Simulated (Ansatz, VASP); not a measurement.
BP2: VASP beside Ansatz

```
B P
1.0
     2.50723    0.00000    0.00000
     0.00000    2.33390    0.00000
     0.00000    0.00000    6.65808
B P
1 2
Direct
  0.50000 0.50000 0.36755
  0.50000 0.50000 0.07837
  0.50000 0.50000 0.65674
```

Alike in both runs: functional PBE; k mesh 10 × 6 × 3; occupations gaussian, width 0.2 eV; no spin polarisation.

Ansatz relaxed the structure, and its values are those at the end. VASP's run is a single point on that final structure, the one shown.

|  | VASP | Ansatz |
| --- | --- | --- |
| version | VASP 6.6.1 | Ansatz 0.2.0 |
| potentials or method | VASP PAW PBE potentials, release 64 (B, P), cutoff 500 eV | scalar-relativistic, plane waves, PAW |
| valence electrons in the cell | 13 | 13 |

Ansatz gave:

```
gap on the k mesh at the Fermi level (eV) : none
pressure (GPa)                            : 0.0
rms of the force components (eV/Å)        : 0.004
```

Question: Estimate VASP's values.

Answer: gap on the k mesh at the Fermi level (eV): none; pressure (GPa): -0.2; rms of the force components (eV/Å): 0.005.

A gap of «none» marks a metal or a gap that the smearing closes.

The k mesh is coarse, so the values compare programs but aren't converged.
